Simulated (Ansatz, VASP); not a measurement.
# Two plane-wave programs on RbSi3Ge3

```
Rb Si Ge
1.0
     6.98314    0.00000    0.00000
     0.00000    6.98314    0.00000
     0.00000    0.00000    6.98314
Rb Si Ge
2 6 6
Cartesian
  3.4916 3.4916 3.4916
  0.0000 0.0000 0.0000
  3.4916 0.0000 5.2374
  5.2374 3.4916 0.0000
  0.0000 5.2374 3.4916
  3.4916 0.0000 1.7458
  1.7458 3.4916 0.0000
  0.0000 1.7458 3.4916
  0.0000 3.4916 5.2374
  5.2374 0.0000 3.4916
  3.4916 5.2374 0.0000
  0.0000 3.4916 1.7458
  1.7458 0.0000 3.4916
  3.4916 1.7458 0.0000
```

Alike in both runs: task single point; functional PBE; k mesh 4 × 4 × 4; occupations gaussian, width 0.2 eV; no spin polarisation.

|  | VASP | Ansatz |
| --- | --- | --- |
| version | VASP 6.6.1 | Ansatz 0.2.0 |
| potentials or method | VASP PAW PBE potentials, release 64 (Rb_sv, Si, Ge_d), cutoff 520 eV | scalar-relativistic, plane waves, PAW |
| valence electrons in the cell | 126 | 126 |

```csv
,VASP,Ansatz,Ansatz less VASP
gap on the k mesh at the Fermi level (eV),none,none,-
pressure (GPa),0.0,0.0,+0.03
```

A gap of «none» marks a metal or a gap that the smearing closes. With one functional, cell and mesh, what is left measures potentials, basis and numerics.
